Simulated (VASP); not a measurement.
# KBr (Pm-3m) in VASP: further runs, part 2 of 2

VASP 6.6.1.

**3. Relaxation of cell and atoms, PBE**

INCAR

```
ALGO = Normal
EDIFF = 1E-6
EDIFFG = -0.005
ENCUT = 600
GGA = PE
IBRION = 2
ISIF = 3
ISMEAR = 0
LASPH = True
LCHARG = False
LREAL = False
LWAVE = False
NELM = 60
NSW = 100
PREC = Accurate
SIGMA = 0.02
```

KPOINTS

```
k-points
0
Gamma
  6 6 6
```

POSCAR

```
KBr
1.0
    4.0434990000      0.0000000000      0.0000000000
    0.0000000000      4.0434990000      0.0000000000
    0.0000000000      0.0000000000      4.0434990000
K Br
1 1
Direct
    0.0000000000      0.0000000000      0.0000000000
    0.5000000000      0.5000000000      0.5000000000
```

Potentials or basis: VASP PAW PBE potentials, release 64 (K_sv, Br).

The run is started by

```bash
$ cat potpaw_PBE.64/K_sv/POTCAR potpaw_PBE.64/Br/POTCAR > POTCAR
$ mpirun -np 1 vasp_std > vasp.out
```

Run time: 16 s. Hardware: 1 thread of Intel Xeon Platinum 8259CL at 2.50GHz (Skylake/Cascade Lake), shared host; peak memory 0.18 GiB.

It converged, with:

| Property | Result |
| --- | --- |
| Free energy | -6.0785 eV |
| Pressure after relaxing | 0.0 GPa |
| Band gap on the k mesh | 3.86 eV, indirect (least direct gap 4.12 eV) |

Final structure:
```cif
data_structure
_symmetry_space_group_name_H-M 'P 1'
_symmetry_Int_Tables_number 1
_cell_length_a 4.0435
_cell_length_b 4.0435
_cell_length_c 4.0435
_cell_angle_alpha 90.000
_cell_angle_beta 90.000
_cell_angle_gamma 90.000
_cell_volume 66.11
loop_
_atom_site_label
_atom_site_type_symbol
_atom_site_fract_x
_atom_site_fract_y
_atom_site_fract_z
_atom_site_occupancy
K1 K 0.00000 0.00000 0.00000 1
Br1 Br 0.50000 0.50000 0.50000 1
```

Levels at points of the mesh, in eV from the valence-band top:
| k point | band 6 | band 7 | band 8 | band 9 | band 10 | band 11 |
| --- | --- | --- | --- | --- | --- | --- |
| (0.00, 0.00, 0.00) | -0.26 | -0.26 | -0.26 | 3.86 | 5.85 | 5.85 |
| (0.50, 0.00, 0.00) | -1.94 | -0.23 | -0.23 | 6.48 | 7.18 | 7.65 |
| (0.50, 0.50, 0.00) | -1.38 | -1.38 | 0.00 | 5.22 | 6.50 | 8.05 |
| (0.50, 0.50, 0.50) | -1.42 | -1.42 | -1.42 | 7.40 | 7.40 | 7.40 |

Caveat: the relaxation stopped at its first step, so nothing moved. A k mesh can miss the band edges.

**4. Single point, PBE (strained)**

INCAR

```
PREC = Accurate
ENCUT = 520
EDIFF = 1E-6
ISMEAR = 0
SIGMA = 0.02
LREAL = False
LASPH = True
NELM = 100
ALGO = Normal
ISIF = 2
LWAVE = False
LCHARG = False
GGA = PE
NBANDS = 15
```

KPOINTS

```
Automatic mesh
0
Gamma
  6 6 6
```

POSCAR

```
KBr
1.0
    4.0524755678      0.0000000000      0.0000000000
    0.0000000000      4.0524755678      0.0000000000
    0.0000000000      0.0000000000      4.0524755678
K Br
1 1
Direct
    0.0000000000      0.0000000000      0.0000000000
    0.5000000000      0.5000000000      0.5000000000
```

The run is started by

```bash
$ cat potpaw_PBE.64/K_sv/POTCAR potpaw_PBE.64/Br/POTCAR > POTCAR
$ mpirun -np 1 vasp_std > vasp.out
```

Wall time 14 s (1 thread of Intel Xeon Platinum 8259CL at 2.50GHz (Skylake/Cascade Lake), shared host); peak memory 0.17 GiB.

Results (log left out):

```yaml
Free_energy: -6.0782 eV
Pressure: -0.2 GPa
Band_gap_on_the_k_mesh: 3.84 eV, indirect (least direct gap 4.10 eV)
```

Levels at points of the mesh, in eV from the valence-band top:
| k point | band 4 | band 5 | band 6 | band 7 | band 8 | band 9 | band 10 | band 11 | band 12 | band 13 |
| --- | --- | --- | --- | --- | --- | --- | --- | --- | --- | --- |
| (0.00, 0.00, 0.00) | -12.10 | -12.10 | -0.26 | -0.26 | -0.26 | 3.84 | 5.86 | 5.86 | 9.64 | 9.64 |
| (0.50, 0.00, 0.00) | -12.09 | -11.90 | -1.92 | -0.23 | -0.23 | 6.46 | 7.17 | 7.62 | 8.91 | 9.63 |
| (0.50, 0.50, 0.00) | -12.24 | -12.07 | -1.37 | -1.37 | 0.00 | 5.22 | 6.49 | 8.05 | 8.05 | 10.23 |
| (0.50, 0.50, 0.50) | -12.21 | -12.21 | -1.40 | -1.40 | -1.40 | 7.39 | 7.39 | 7.39 | 9.36 | 9.36 |

Caveat: the cell differs from its parent crystal (strained). A k mesh can miss the band edges.

**5. Single point, PBE (strained)**

INCAR

```
SYSTEM = KBr
ALGO = Normal
EDIFF = 1E-6
ENCUT = 520
GGA = PE
ISIF = 2
ISMEAR = 0
LASPH = .True.
LCHARG = .False.
LREAL = .False.
LWAVE = .False.
NBANDS = 15
NELM = 80
PREC = Accurate
SIGMA = 0.02
```

KPOINTS

```
k-points
0
Gamma
  6 6 6
  0 0 0
```

POSCAR

```
KBr
1.0
    4.1119150031      0.0000000000      0.0000000000
    0.0000000000      4.1119150031      0.0000000000
    0.0000000000      0.0000000000      4.1119150031
K Br
1 1
Direct
    0.0000000000      0.0000000000      0.0000000000
    0.5000000000      0.5000000000      0.5000000000
```

Potentials or basis: VASP PAW PBE potentials, release 64 (K_sv, Br).

The run is started by

```bash
$ cat potpaw_PBE.64/K_sv/POTCAR potpaw_PBE.64/Br/POTCAR > POTCAR
$ mpirun -np 1 vasp_std > vasp.out
```

OUTCAR:

```text
SYSTEM = KBr
   EDIFF = 1E-6
   ENCUT = 520
   GGA = PE
   ISIF = 2
   ISMEAR = 0
   LASPH = .True.
   LREAL = .False.
   NELM = 80
   PREC = Accurate

 ion  position               nearest neighbor table
   1  0.000  0.000  0.000-
   2  0.500  0.500  0.500-

  LATTYP: Found a simple cubic cell.
 ALAT       =     4.1119150031

  Lattice vectors:

 A1 = (   4.1119150031,   0.0000000000,   0.0000000000)
[... 538 lines left out ...]
     15       9.9280      0.00000

------------------------ aborting loop because EDIFF is reached ----------------------------------------

  FORCE on cell =-STRESS in cart. coord.  units (eV):
  Direction    XX          YY          ZZ          XY          YZ          ZX
  --------------------------------------------------------------------------------------
  -------------------------------------------------------------------------------------
  Total       -0.3261640     -0.3261640     -0.3261640     -0.0000000      0.0000000     -0.0000000
  in kB       -7.5164759     -7.5164759     -7.5164759     -0.0000000      0.0000000     -0.0000000
  external PRESSURE =      -7.5164759 kB  Pullay stress =       0.0000000 kB

 VOLUME and BASIS-vectors are now :
 -----------------------------------------------------------------------------
  energy-cutoff  :      520.00
  volume of cell :       69.52
      direct lattice vectors                 reciprocal lattice vectors
     4.111915003  0.000000000  0.000000000     0.243195688  0.000000000  0.000000000
     0.000000000  4.111915003  0.000000000     0.000000000  0.243195688  0.000000000
     0.000000000  0.000000000  4.111915003     0.000000000  0.000000000  0.243195688

 POSITION                                       TOTAL-FORCE (eV/Angst)
 -----------------------------------------------------------------------------------
      0.00000      0.00000      0.00000         0.000000      0.000000      0.000000
      2.05596      2.05596      2.05596         0.000000      0.000000      0.000000
 -----------------------------------------------------------------------------------
    total drift:                                0.000000      0.000000     -0.000000

  FREE ENERGIE OF THE ION-ELECTRON SYSTEM (eV)
  ---------------------------------------------------
  free  energy   TOTEN  =        -6.0704499533 eV

  energy  without entropy=       -6.0704499533  energy(sigma->0) =       -6.07044995
```

Run time: 12 s. Hardware: 1 thread of Intel Xeon Platinum 8259CL at 2.50GHz (Skylake/Cascade Lake), shared host; peak memory 0.18 GiB.

What came out:

* Free energy: -6.0704 eV
* Pressure: -0.8 GPa
* Band gap on the k mesh: 3.72 eV, indirect (least direct gap 3.96 eV)

Levels at points of the mesh, in eV from the valence-band top:
| k point | band 6 | band 7 | band 8 | band 9 | band 10 | band 11 |
| --- | --- | --- | --- | --- | --- | --- |
| (0.00, 0.00, 0.00) | -0.24 | -0.24 | -0.24 | 3.72 | 5.90 | 5.90 |
| (0.50, 0.00, 0.00) | -1.79 | -0.21 | -0.21 | 6.30 | 7.16 | 7.38 |
| (0.50, 0.50, 0.00) | -1.29 | -1.29 | 0.00 | 5.21 | 6.45 | 8.01 |
| (0.50, 0.50, 0.50) | -1.29 | -1.29 | -1.29 | 7.29 | 7.29 | 7.29 |

Caveat: the cell differs from its parent crystal (strained).

**6. The runs side by side**

```csv
task,cell,cutoff (eV),gap on the mesh (eV),pressure (GPa)
single point,"a = 4.043 Å, 2 atoms",520,3.86,0.0
relaxation of cell and atoms,"relaxed from a = 4.043 Å, 2 atoms",600,3.86,0.0
single point,"a = 4.052 Å, 2 atoms",520,3.84,-0.2
single point,"a = 4.112 Å, 2 atoms",520,3.72,-0.8
```

Alike in all rows: level PBE; potentials or basis VASP PAW PBE potentials, release 64 (K_sv, Br); no spin polarisation; k mesh 6 × 6 × 6; smearing gaussian 0.02 eV.

Caveats: the relaxation stopped at its first step, so nothing moved (some runs).

Total energies depend on the potentials used, so only differences within one code and one set of settings carry meaning.
